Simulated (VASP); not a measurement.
# CaSe (Pm-3m) in VASP: further runs

CaSe is run at these levels: PBE, LDA; tasks: single point.

Everything below comes from runs of VASP 6.6.1. Logs are shortened: lines on timing, memory, paths and dates and some standing lists are left out, and cuts for length are marked.

### Step 1. The cell of the first run

Symmetry: Pm-3m, No. 221, cubic system. Conventional cell: a = 3.635 Å, b = 3.635 Å, c = 3.635 Å, α = 90.00°, β = 90.00°, γ = 90.00°. Within 4.1 Å of Ca (site symmetry m-3m) lie 8 Se at 3.15 Å and 6 Ca at 3.63 Å. Within 4.1 Å of Se (site symmetry m-3m) lie 8 Ca at 3.15 Å and 6 Se at 3.63 Å.

### Step 2. Single point, PBE

File INCAR:

```
PREC = Accurate
ENCUT = 520
EDIFF = 1E-6
ISMEAR = 0
SIGMA = 0.01
LREAL = False
LASPH = True
NELM = 80
ALGO = Normal
ISIF = 2
LWAVE = False
LCHARG = False
GGA = PE
NBANDS = 15
```

File KPOINTS:

```
regular mesh
0
Gamma
  4 4 4
```

File POSCAR:

```
CaSe
1.0
    3.6347849158      0.0000000000      0.0000000000
    0.0000000000      3.6347849158      0.0000000000
    0.0000000000      0.0000000000      3.6347849158
Ca Se
1 1
Direct
    0.0000000000      0.0000000000      0.0000000000
    0.5000000000      0.5000000000      0.5000000000
```

Potentials or basis: VASP PAW PBE potentials, release 64 (Ca_sv, Se).

Started as:

```
cat potpaw_PBE.64/Ca_sv/POTCAR potpaw_PBE.64/Se/POTCAR > POTCAR
mpirun -np 1 vasp_std > vasp.out
```

OUTCAR:

```text
PREC = Accurate
   ENCUT = 520
   EDIFF = 1E-6
   ISMEAR = 0
   LREAL = False
   LASPH = True
   NELM = 80
   ISIF = 2
   GGA = PE

 ion  position               nearest neighbor table
   1  0.000  0.000  0.000-
   2  0.500  0.500  0.500-

  LATTYP: Found a simple cubic cell.
 ALAT       =     3.6347849158

  Lattice vectors:

 A1 = (   3.6347849158,   0.0000000000,   0.0000000000)
 A2 = (   0.0000000000,   3.6347849158,   0.0000000000)
 A3 = (   0.0000000000,   0.0000000000,   3.6347849158)

Analysis of symmetry for initial positions (statically):
=====================================================================
 Subroutine PRICEL returns:
 Original cell was already a primitive cell.

 Routine SETGRP: Setting up the symmetry group for a
 simple cubic supercell.

 Subroutine GETGRP returns: Found 48 space group operations
 (whereof 48 operations were pure point group operations)
 out of a pool of 48 trial point group operations.

The static configuration has the point symmetry O_h .

Analysis of symmetry for dynamics (positions and initial velocities):
=====================================================================
 Subroutine PRICEL returns:
 Original cell was already a primitive cell.

 Routine SETGRP: Setting up the symmetry group for a
 simple cubic supercell.

 Subroutine GETGRP returns: Found 48 space group operations
 (whereof 48 operations were pure point group operations)
 out of a pool of 48 trial point group operations.

The dynamic configuration has the point symmetry O_h .

 Subroutine INISYM returns: Found 48 space group operations
 (whereof 48 operations are pure point group operations),
 and found     1 'primitive' translations

----------------------------------------------------------------------------------------

                                     Primitive cell

  volume of cell :      48.0215

  direct lattice vectors                    reciprocal lattice vectors
     3.634784916  0.000000000  0.000000000     0.275119443  0.000000000  0.000000000
     0.000000000  3.634784916  0.000000000     0.000000000  0.275119443  0.000000000
     0.000000000  0.000000000  3.634784916     0.000000000  0.000000000  0.275119443

  length of vectors
     3.634784916  3.634784916  3.634784916     0.275119443  0.275119443  0.275119443

  position of ions in fractional coordinates (direct lattice)
     0.000000000  0.000000000  0.000000000
     0.500000000  0.500000000  0.500000000

  ion indices of the primitive-cell ions
   primitive index   ion index
                 1           1
                 2           2

----------------------------------------------------------------------------------------

 KPOINTS: regular mesh

Automatic generation of k-mesh.
 Grid dimensions read from file:
 generate k-points for:    4    4    4

 Generating k-lattice:

  Cartesian coordinates                     Fractional coordinates (reciprocal lattice)
     0.068779861  0.000000000  0.000000000     0.250000000  0.000000000  0.000000000
     0.000000000  0.068779861  0.000000000     0.000000000  0.250000000  0.000000000
     0.000000000  0.000000000  0.068779861     0.000000000  0.000000000  0.250000000

  Length of vectors
     0.068779861  0.068779861  0.068779861

  Shift w.r.t. Gamma in fractional coordinates (k-lattice)
     0.000000000  0.000000000  0.000000000

 Subroutine IBZKPT returns following result:
 ===========================================

 Found     10 irreducible k-points:

 Following reciprocal coordinates:
            Coordinates               Weight
  0.000000  0.000000  0.000000      1.000000
  0.250000  0.000000  0.000000      6.000000
  0.500000  0.000000  0.000000      3.000000
  0.250000  0.250000  0.000000     12.000000
  0.500000  0.250000  0.000000     12.000000
  0.500000  0.500000  0.000000      3.000000
  0.250000  0.250000  0.250000      8.000000
  0.500000  0.250000  0.250000     12.000000
  0.500000  0.500000  0.250000      6.000000
  0.500000  0.500000  0.500000      1.000000
   k-points           NKPTS =     10   k-points in BZ     NKDIM =     10   number of bands    NBANDS=     15
   number of dos      NEDOS =    301   number of ions     NIONS =      2
   total plane-waves  NPLWV =  21952
   dimension x,y,z NGX =    28 NGY =   28 NGZ =   28
   dimension x,y,z NGXF=    56 NGYF=   56 NGZF=   56
   ions per type =               1   1
   NGX,Y,Z   is equivalent  to a cutoff of  12.81, 12.81, 12.81 a.u.
   NGXF,Y,Z  is equivalent  to a cutoff of  25.61, 25.61, 25.61 a.u.
 SYSTEM =  unknown system
   PREC   = accura    normal or accurate (medium, high low for compatibility)
   ISTART =      0    job   : 0-new  1-cont  2-samecut
   ICHARG =      2    charge: 1-file 2-atom 10-const
   ISPIN  =      1    spin polarized calculation?
   LNONCOLLINEAR =      F non collinear calculations
   LSORBIT =      F    spin-orbit coupling
   LASPH  =      T    aspherical Exc in radial PAW
   ENCUT  =  520.0 eV  38.22 Ry    6.18 a.u.   6.76  6.76  6.76*2*pi/ulx,y,z
   NELM   =     80;   NELMIN=  2; NELMDL= -5     # of ELM steps
   EDIFF  = 0.1E-05   stopping-criterion for ELM
   LREAL  =      F    real-space projection
   EDIFFG = 0.1E-04   stopping-criterion for IOM
   NSW    =      0    number of steps for IOM
   IBRION =     -1    ionic relax: 0-MD 1-quasi-New 2-CG
   NFREE  =      0    steps in history (QN), initial steepest desc. (CG)
   ISIF   =      2    stress and relaxation
   ISYM   =      2    0-nonsym 1-usesym 2-fastsym
   POTIM  = 0.5000    time-step for ionic-motion
   TEBEG  =    0.0;   TEEND  =   0.0 temperature during run
   PSTRESS=    0.0 pullay stress
   NELECT =      16.0000    total number of electrons
   NUPDOWN=      -1.0000    fix difference up-down
   EMIN   =  10.00;   EMAX   =-10.00  energy-range for DOS
   EFERMI =   0.00;   METHOD = LEGACY
   ISMEAR =     0;   SIGMA  =   0.01  broadening in eV -4-tet -1-fermi 0-gaus
   EFERMI_NEDOS =   21; number of points for ismear=-14 and -15
   IALGO  =     38    algorithm
   IMIX   =      4    mixing-type and parameters
     AMIX     =   0.40;   BMIX     =  1.00
     AMIX_MAG =   1.60;   BMIX_MAG =  1.00
  volume/ion in A,a.u.               =      24.01       162.03
  Fermi-wavevector in a.u.,A,eV,Ry     =   1.134931  2.144709 17.525233  1.288068
  Thomas-Fermi vector in A             =   2.271635
   LORBIT       =      0    0 simple, 1 ext, 2 COOP (PROOUT), +10 PAW based schemes
   GGA     = PE    functional components
   LHFCALC =     F    Hartree Fock is set to
   AEXX    =    0.0000 exact exchange contribution
   IVDW    =     0    specifies the selected vdW correction
   LEPSILON=     F    determine dielectric tensor
   LRPA    =     F    only Hartree local field effects (RPA)
 non-spin polarized calculation
 Gauss-broadening in eV      SIGMA  =   0.01
  energy-cutoff  :      520.00
  volume of cell :       48.02
 maximum number of plane-waves:      1328
 NGX is ok and might be reduce to    28
   NGX = 13   NGY = 13   NGZ = 13

 number of electron      16.0000007 magnetization

 Free energy of the ion-electron system (eV)
  ---------------------------------------------------
  ext. energy  EPLUGINS =         0.00000000
  ---------------------------------------------------
  free energy    TOTEN  =        -8.72872890 eV

  energy without entropy =       -8.72872890  energy(sigma->0) =       -8.72872890

 E-fermi :   4.3714     XC(G=0):  -9.5724

 val. band max:        4.2838095856   @ k =   0.5000   0.5000   0.0000
 cond. band min:       5.0141672673   @ k =   0.5000   0.5000   0.0000
 fundamental gap:      0.7303576817
 Fermi energy:         4.3714033871

 k-point     1 :       0.0000    0.0000    0.0000
  band No.  band energies     occupation
      1     -37.0849      2.00000
      2     -18.0227      2.00000
      3     -18.0227      2.00000
      4     -18.0227      2.00000
      5      -8.7504      2.00000
      6       3.4139      2.00000
      7       3.4139      2.00000
      8       3.4139      2.00000
      9       5.3347      0.00000
     10       5.3347      0.00000
     11       6.3527      0.00000
     12       8.6173      0.00000
     13       8.6173      0.00000
     14       8.6173      0.00000
     15      13.3787      0.00000

 k-point     2 :       0.2500    0.0000    0.0000
  band No.  band energies     occupation
      1     -37.0786      2.00000
      2     -18.1152      2.00000
      3     -18.0140      2.00000
      4     -18.0140      2.00000
      5      -8.4081      2.00000
      6       0.8500      2.00000
      7       3.3241      2.00000
      8       3.3241      2.00000
      9       5.7284      0.00000
     10       6.7119      0.00000
     11       8.5440      0.00000
     12       8.7382      0.00000
     13       8.9410      0.00000
     14       8.9410      0.00000
     15      12.0080      0.00000

 k-point     3 :       0.5000    0.0000    0.0000
  band No.  band energies     occupation
      1     -37.0722      2.00000
      2     -18.2055      2.00000
      3     -18.0054      2.00000
      4     -18.0054      2.00000
      5      -8.0073      2.00000
      6      -0.6453      2.00000
      7       3.2273      2.00000
      8       3.2273      2.00000
      9       6.2575      0.00000
     10       8.8667      0.00000
     11       8.9006      0.00000
     12       9.0430      0.00000
     13       9.5455      0.00000
     14       9.5455      0.00000
     15      10.7150      0.00000
[... 91 lines left out ...]
 k-point     9 :       0.5000    0.5000    0.2500
  band No.  band energies     occupation
      1     -37.0542      2.00000
      2     -18.1525      2.00000
      3     -18.1525      2.00000
      4     -18.0657      2.00000
      5      -7.4373      2.00000
      6       0.6473      2.00000
      7       0.6473      2.00000
      8       1.9778      2.00000
      9       6.1121      0.00000
     10       7.6243      0.00000
     11       7.6243      0.00000
     12       9.1938      0.00000
     13       9.6294      0.00000
     14      10.3952      0.00000
     15      11.5309      0.00000

 k-point    10 :       0.5000    0.5000    0.5000
  band No.  band energies     occupation
      1     -37.0483      2.00000
      2     -18.1394      2.00000
      3     -18.1394      2.00000
      4     -18.1394      2.00000
      5      -7.1313      2.00000
      6       0.5735      2.00000
      7       0.5735      2.00000
      8       0.5735      2.00000
      9       8.1109      0.00000
     10       8.1109      0.00000
     11       8.1109      0.00000
     12       9.6647      0.00000
     13       9.6647      0.00000
     14      10.0287      0.00000
     15      10.0287      0.00000

------------------------ aborting loop because EDIFF is reached ----------------------------------------

  FORCE on cell =-STRESS in cart. coord.  units (eV):
  Direction    XX          YY          ZZ          XY          YZ          ZX
  --------------------------------------------------------------------------------------
  -------------------------------------------------------------------------------------
  Total        0.3541546      0.3541546      0.3541546     -0.0000000     -0.0000000      0.0000000
  in kB       11.8159124     11.8159124     11.8159124     -0.0000000     -0.0000000      0.0000000
  external PRESSURE =      11.8159124 kB  Pullay stress =       0.0000000 kB

 VOLUME and BASIS-vectors are now :
 -----------------------------------------------------------------------------
  energy-cutoff  :      520.00
  volume of cell :       48.02
      direct lattice vectors                 reciprocal lattice vectors
     3.634784916  0.000000000  0.000000000     0.275119443  0.000000000  0.000000000
     0.000000000  3.634784916  0.000000000     0.000000000  0.275119443  0.000000000
     0.000000000  0.000000000  3.634784916     0.000000000  0.000000000  0.275119443

 POSITION                                       TOTAL-FORCE (eV/Angst)
 -----------------------------------------------------------------------------------
      0.00000      0.00000      0.00000         0.000000      0.000000      0.000000
      1.81739      1.81739      1.81739         0.000000      0.000000      0.000000
 -----------------------------------------------------------------------------------
    total drift:                               -0.000000      0.000000      0.000000

  FREE ENERGIE OF THE ION-ELECTRON SYSTEM (eV)
  ---------------------------------------------------
  free  energy   TOTEN  =        -8.7287289006 eV

  energy  without entropy=       -8.7287289006  energy(sigma->0) =       -8.72872890
```

Wall time 15 s (1 thread of AMD EPYC 7R13, shared host); peak memory 0.12 GiB.

What came out:

```
Free energy            : -8.7287 eV
Pressure               : 1.2 GPa
Band gap on the k mesh : 0.73 eV
```

Levels at points of the mesh, in eV from the valence-band top:
```
           k point  band 5  band 6  band 7  band 8  band 9  band 10  band 11  band 12
(0.00, 0.00, 0.00)  -13.03   -0.87   -0.87   -0.87    1.05     1.05     2.07     4.33
(0.50, 0.00, 0.00)  -12.29   -4.93   -1.06   -1.06    1.97     4.58     4.62     4.76
(0.50, 0.50, 0.00)  -11.98   -3.57   -3.57    0.00    0.73     2.90     3.13     3.13
(0.50, 0.50, 0.50)  -11.42   -3.71   -3.71   -3.71    3.83     3.83     3.83     5.38
```

Caveat: the k points lie up to 0.43 Å⁻¹ apart; the structure was generated, so it needn't be the stable form of CaSe; semilocal functionals underestimate gaps, and a narrow one can read as zero. A k mesh can miss the band edges.

### Step 3. Single point, PBE

File INCAR:

```
SYSTEM = CaSe
ALGO = Normal
EDIFF = 1E-6
ENCUT = 520
GGA = PE
ISIF = 2
ISMEAR = 0
LASPH = .TRUE.
LCHARG = .TRUE.
LELF = .TRUE.
LREAL = .FALSE.
LVHAR = .TRUE.
LWAVE = .FALSE.
NBANDS = 15
NELM = 60
PREC = Accurate
SIGMA = 0.01
```

File KPOINTS:

```
k-points
0
G
  4 4 4
  0 0 0
```

POSCAR is that of step 2.

Potentials or basis: VASP PAW PBE potentials, release 64 (Ca_sv, Se).

Started as:

```
cat potpaw_PBE.64/Ca_sv/POTCAR potpaw_PBE.64/Se/POTCAR > POTCAR
mpirun -np 1 vasp_std > vasp.out
```

OUTCAR:

```text
SYSTEM = CaSe
   EDIFF = 1E-6
   ENCUT = 520
   GGA = PE
   ISIF = 2
   ISMEAR = 0
   LASPH = .TRUE.
   LREAL = .FALSE.
   NELM = 60
   PREC = Accurate

 ion  position               nearest neighbor table
   1  0.000  0.000  0.000-
   2  0.500  0.500  0.500-

  LATTYP: Found a simple cubic cell.
 ALAT       =     3.6347849158

  Lattice vectors:

 A1 = (   3.6347849158,   0.0000000000,   0.0000000000)
 A2 = (   0.0000000000,   3.6347849158,   0.0000000000)
 A3 = (   0.0000000000,   0.0000000000,   3.6347849158)

Analysis of symmetry for initial positions (statically):
=====================================================================
 Subroutine PRICEL returns:
 Original cell was already a primitive cell.

 Routine SETGRP: Setting up the symmetry group for a
 simple cubic supercell.

 Subroutine GETGRP returns: Found 48 space group operations
 (whereof 48 operations were pure point group operations)
 out of a pool of 48 trial point group operations.

The static configuration has the point symmetry O_h .
[... 156 lines left out ...]
      1     -37.0849      2.00000
      2     -18.0227      2.00000
      3     -18.0227      2.00000
      4     -18.0227      2.00000
      5      -8.7504      2.00000
      6       3.4139      2.00000
      7       3.4139      2.00000
      8       3.4139      2.00000
      9       5.3347      0.00000
     10       5.3347      0.00000
     11       6.3527      0.00000
     12       8.6173      0.00000
     13       8.6173      0.00000
     14       8.6173      0.00000
[... 149 lines left out ...]
      2     -18.1394      2.00000
      3     -18.1394      2.00000
      4     -18.1394      2.00000
      5      -7.1313      2.00000
      6       0.5735      2.00000
      7       0.5735      2.00000
      8       0.5735      2.00000
      9       8.1109      0.00000
     10       8.1109      0.00000
     11       8.1109      0.00000
     12       9.6647      0.00000
     13       9.6647      0.00000
     14      10.0287      0.00000
     15      10.0287      0.00000

------------------------ aborting loop because EDIFF is reached ----------------------------------------

  FORCE on cell =-STRESS in cart. coord.  units (eV):
  Direction    XX          YY          ZZ          XY          YZ          ZX
  --------------------------------------------------------------------------------------
  -------------------------------------------------------------------------------------
  Total        0.3541546      0.3541546      0.3541546     -0.0000000     -0.0000000      0.0000000
  in kB       11.8159124     11.8159124     11.8159124     -0.0000000     -0.0000000      0.0000000
  external PRESSURE =      11.8159124 kB  Pullay stress =       0.0000000 kB

 VOLUME and BASIS-vectors are now :
 -----------------------------------------------------------------------------
  energy-cutoff  :      520.00
  volume of cell :       48.02
      direct lattice vectors                 reciprocal lattice vectors
     3.634784916  0.000000000  0.000000000     0.275119443  0.000000000  0.000000000
     0.000000000  3.634784916  0.000000000     0.000000000  0.275119443  0.000000000
     0.000000000  0.000000000  3.634784916     0.000000000  0.000000000  0.275119443

 POSITION                                       TOTAL-FORCE (eV/Angst)
 -----------------------------------------------------------------------------------
      0.00000      0.00000      0.00000         0.000000      0.000000      0.000000
      1.81739      1.81739      1.81739         0.000000      0.000000      0.000000
 -----------------------------------------------------------------------------------
    total drift:                               -0.000000      0.000000      0.000000

  FREE ENERGIE OF THE ION-ELECTRON SYSTEM (eV)
  ---------------------------------------------------
  free  energy   TOTEN  =        -8.7287289006 eV

  energy  without entropy=       -8.7287289006  energy(sigma->0) =       -8.72872890
```

stdout:

```text
POSCAR found type information on POSCAR CaSe
 POSCAR found :  2 types and       2 ions
 scaLAPACK will be used
 LDA part: xc-table for (Slater+PW92), standard interpolation
 POSCAR, INCAR and KPOINTS ok, starting setup
 FFT: planning ... GRIDC
 FFT: planning ... GRID_SOFT
 FFT: planning ... GRID
 WAVECAR not read
 entering main loop
```

It took 17 s on 1 thread of AMD EPYC 7R13, shared host; peak memory 0.12 GiB.

What came out:

- Free energy: -8.7287 eV
- Pressure: 1.2 GPa
- Band gap on the k mesh: 0.73 eV

Caveat: the k points lie up to 0.43 Å⁻¹ apart; the structure was generated, so it needn't be the stable form of CaSe; semilocal functionals underestimate gaps, and a narrow one can read as zero. A k mesh can miss the band edges.

### Step 4. Single point, LDA

File INCAR:

```
PREC = Accurate
ENCUT = 520
EDIFF = 1E-6
ISMEAR = 0
SIGMA = 0.01
LREAL = False
LASPH = True
NELM = 60
ALGO = Normal
ISIF = 2
LWAVE = False
LCHARG = True
GGA = CA
LELF = True
LVHAR = True
NBANDS = 15
```

File KPOINTS:

```
regular mesh
0
Gamma
  4 4 4
```

POSCAR is that of step 3.

Potentials or basis: VASP PAW LDA potentials, release 64 (Ca_sv, Se).

Started as:

```
cat potpaw_LDA.64/Ca_sv/POTCAR potpaw_LDA.64/Se/POTCAR > POTCAR
mpirun -np 1 vasp_std > vasp.out
```

Run time: 16 s. Hardware: 1 thread of AMD EPYC 7R13, shared host; peak memory 0.11 GiB.

The run converged. Its results:

```
Free energy            : -9.8273 eV
Pressure               : -3.3 GPa
Band gap on the k mesh : 0.57 eV
```

Levels at points of the mesh, in eV from the valence-band top:
| k point | band 6 | band 7 | band 8 | band 9 | band 10 | band 11 |
| --- | --- | --- | --- | --- | --- | --- |
| (0.00, 0.00, 0.00) | -0.87 | -0.87 | -0.87 | 0.90 | 0.90 | 1.84 |
| (0.50, 0.00, 0.00) | -4.98 | -1.08 | -1.08 | 1.81 | 4.45 | 4.49 |
| (0.50, 0.50, 0.00) | -3.58 | -3.58 | 0.00 | 0.57 | 2.77 | 3.03 |
| (0.50, 0.50, 0.50) | -3.74 | -3.74 | -3.74 | 3.71 | 3.71 | 3.71 |

Caveat: the k points lie up to 0.43 Å⁻¹ apart; the structure was generated, so it needn't be the stable form of CaSe; semilocal functionals underestimate gaps, and a narrow one can read as zero. A k mesh can miss the band edges.
